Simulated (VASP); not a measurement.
Here is a VASP 6.6.1 calculation.

File INCAR:

```
AGGAC = 1.0
AGGAX = 1.0
ALDAC = 0.0
ALDAX = 1.0
ALGO = Normal
EDIFF = 1E-6
ENCUT = 820
GGA = B5
GGA_COMPAT = False
ISIF = 2
ISMEAR = -1
LASPH = True
LCHARG = False
LREAL = False
LWAVE = False
NBANDS = 37
NELM = 120
PREC = Accurate
SIGMA = 0.05
```

The input KPOINTS:

```
k-points
0
Gamma
  5 5 5
```

File POSCAR:

```
Ta3Cu
1.0
   -2.0065070000      2.0065070000      4.2081700000
    2.0065070000     -2.0065070000      4.2081700000
    2.0065070000      2.0065070000     -4.2081700000
Ta Cu
3 1
Direct
    0.5000000000      0.5000000000      0.0000000000
    0.2500000000      0.7500000000      0.5000000000
    0.7500000000      0.2500000000      0.5000000000
    0.0000000000      0.0000000000      0.0000000000
```

Potentials or basis: VASP PAW PBE potentials, release 64 (Ta_sv_GW, Cu_sv_GW).

Run with:

```console
$ cat potpaw_PBE.64/Ta_sv_GW/POTCAR potpaw_PBE.64/Cu_sv_GW/POTCAR > POTCAR
$ mpirun -np 1 vasp_std > vasp.out
```

Problem. Estimate the band gap on the k mesh.

Solution. Zero (bands 29 and 30 overlap by 0.93 eV).

Problem. Estimate the pressure.

Solution. 6.5 GPa.

Stress tensor (GPa, compression positive):
```
7.07 0.00 0.00
0.00 7.07 0.00
0.00 0.00 5.46
```

Caveat: the cell stands under pressure; the PAW data sets were made with another functional, which shifts forces and pressure a little; spin-orbit coupling is left out, which moves the levels of the heavy elements.
